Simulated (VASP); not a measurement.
# V: single point with PBEsol

V:

```xyz
2
Lattice="0.0000 2.1202 4.4401 1.4187 0.0000 4.4401 1.4187 2.1202 0.0000" Properties=species:S:1:pos:R:3 pbc="T T T"
V     1.4187    2.1202    1.2000
V     1.4187    2.1202    7.6802
```

- Program: VASP 6.6.1
- Task: single point
- Functional: PBEsol
- Potentials or basis: VASP PAW PBE potentials, release 64 (V_sv)
- Cutoff: 520 eV
- k mesh: 8 × 8 × 8
- Occupations: gaussian, width 0.1 eV
- Spin: no spin polarisation

- Pressure: 0.2 GPa
- Band gap on the k mesh: zero (band 13 reaches 10.37 eV, above the bottom of band 14 at 9.31 eV)

Stress tensor (GPa, compression positive):
```
0.25 0.00 0.00
0.00 0.18 0.00
0.00 0.00 0.32
```

Levels at points of the mesh, in eV from the Fermi level:
| k point | band 10 | band 11 | band 12 | band 13 | band 14 | band 15 | band 16 | band 17 |
| --- | --- | --- | --- | --- | --- | --- | --- | --- |
| (0.00, 0.00, 0.00) | -3.10 | -1.29 | -0.77 | -0.28 | 0.75 | 1.35 | 1.39 | 1.79 |
| (0.50, 0.00, 0.00) | -3.27 | -1.94 | -1.68 | 0.12 | 0.92 | 1.44 | 2.56 | 3.08 |
| (0.50, 0.50, 0.00) | -4.92 | -2.13 | -1.12 | 0.13 | 0.37 | 0.49 | 1.60 | 1.81 |
| (0.50, 0.00, 0.50) | -3.56 | -2.68 | -0.02 | 0.18 | 1.28 | 1.30 | 2.07 | 3.72 |
| (0.00, 0.50, 0.50) | -2.43 | -2.34 | -1.94 | -1.04 | 0.37 | 2.60 | 3.23 | 3.62 |

It took 58 s on 1 thread of Intel(R) Xeon(R) Platinum 8259CL CPU @ 2.50GHz (Skylake/Cascade Lake), on a shared host, peak memory 0.19 GiB.

Caveat: the PAW data sets were made with another functional, which shifts forces and pressure a little.
